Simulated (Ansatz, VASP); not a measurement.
Two plane-wave programs on Al4Os

Contents of INCAR:

```
ALGO = Normal
EDIFF = 1E-6
ENCUT = 520
GGA = PE
ISIF = 2
ISMEAR = 0
LASPH = True
LCHARG = True
LELF = True
LREAL = False
LVHAR = True
LWAVE = False
NBANDS = 18
NELM = 60
PREC = Accurate
SIGMA = 0.1
```

The input KPOINTS:

```
k-points
0
Gamma
  4 4 4
```

Contents of POSCAR:

```
Al4Os
1.0
    4.2910814300      0.0000000000      0.0000000000
    0.0000000000      4.2910814300      0.0000000000
    0.0000000000      0.0000000000      4.2910814300
Al Os
4 1
Direct
    0.5000000000      0.0000000000      0.0000000000
    0.0000000000      0.5000000000      0.0000000000
    0.0000000000      0.0000000000      0.5000000000
    0.0000000000      0.0000000000      0.0000000000
    0.5000000000      0.5000000000      0.5000000000
```

Input for Ansatz:

```yaml
crystal:
  lattice:
    - [4.29108143, 0.0, 0.0]
    - [0.0, 4.29108143, 0.0]
    - [0.0, 0.0, 4.29108143]
  atoms:
    - { symbol: Al, position: [0.5, 0.0, 0.0] }
    - { symbol: Al, position: [0.0, 0.5, 0.0] }
    - { symbol: Al, position: [0.0, 0.0, 0.5] }
    - { symbol: Al, position: [0.0, 0.0, 0.0] }
    - { symbol: Os, position: [0.5, 0.5, 0.5] }
basis:
  ecutwfc: 420
kpoints:
  mp_grid: { grid: [4, 4, 4] }
hamiltonian:
  xc: pbe
scf:
  occupations: { method: gaussian, width: 0.1 }
  lower_state_search: "off"
output:
  forces: true
  stress: true
  eigenvalues: true
```

Alike in both runs: task single point; functional PBE; k mesh 4 × 4 × 4; occupations gaussian, width 0.1 eV; no spin polarisation.

|  | VASP | Ansatz |
| --- | --- | --- |
| version | VASP 6.6.1 | Ansatz 0.2.0 |
| potentials or method | VASP PAW PBE potentials, release 64 (Al, Os), cutoff 520 eV | scalar-relativistic, plane waves, PAW |
| valence electrons in the cell | 20 | 28 |

|  | VASP | Ansatz | Ansatz less VASP |
| --- | --- | --- | --- |
| gap on the k mesh at the Fermi level (eV) | none | none | - |
| pressure (GPa) | 22.7 | 22.5 | -0.15 |

A gap of «none» marks a metal or a gap that the smearing closes. VASP's potentials hold 20 valence electrons a cell and Ansatz's 28, so a difference there can come from the potentials and not from the codes.

The k mesh is coarse, so the values compare programs but aren't converged. Spin-orbit coupling is off throughout.
